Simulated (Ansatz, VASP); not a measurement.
# Two plane-wave programs on Cr

```xyz
2
Lattice="0.0000 2.8291 0.0000 2.8291 0.0000 0.0000 2.8291 2.8291 -2.8291" Properties=species:S:1:pos:R:3 pbc="T T T"
Cr    0.0000    0.0000    0.0000
Cr    1.4145    1.4145   -1.4145
```

Alike in both runs: task single point; functional r2SCAN; k mesh 20 × 20 × 10; occupations gaussian, width 0.05 eV; collinear spin.

|  | VASP | Ansatz |
| --- | --- | --- |
| version | VASP 6.6.1 | Ansatz 0.2.0 |
| potentials or method | VASP PAW PBE potentials, release 64 (Cr_pv), cutoff 520 eV | scalar-relativistic, plane waves, PAW |
| valence electrons in the cell | 24 | 28 |

```csv
,VASP,Ansatz,Ansatz less VASP
gap on the k mesh at the Fermi level (eV),none,none,-
pressure (GPa),20.7,20.0,-0.78
net moment per atom (μB),0.00,0.00,0.000
size of the moment on the site where the two differ most (μB),2.02,1.87,-0.159
```

VASP's potentials were made for PBE, not for r2SCAN. Site moments also hang on the region over which each program counts them. A gap of «none» marks a metal or a gap that the smearing closes. With one functional, cell and mesh, what is left measures potentials, basis and numerics. VASP's potentials hold 24 valence electrons a cell and Ansatz's 28, so a difference there can come from the potentials and not from the codes. Ansatz's warnings: stability check not made.
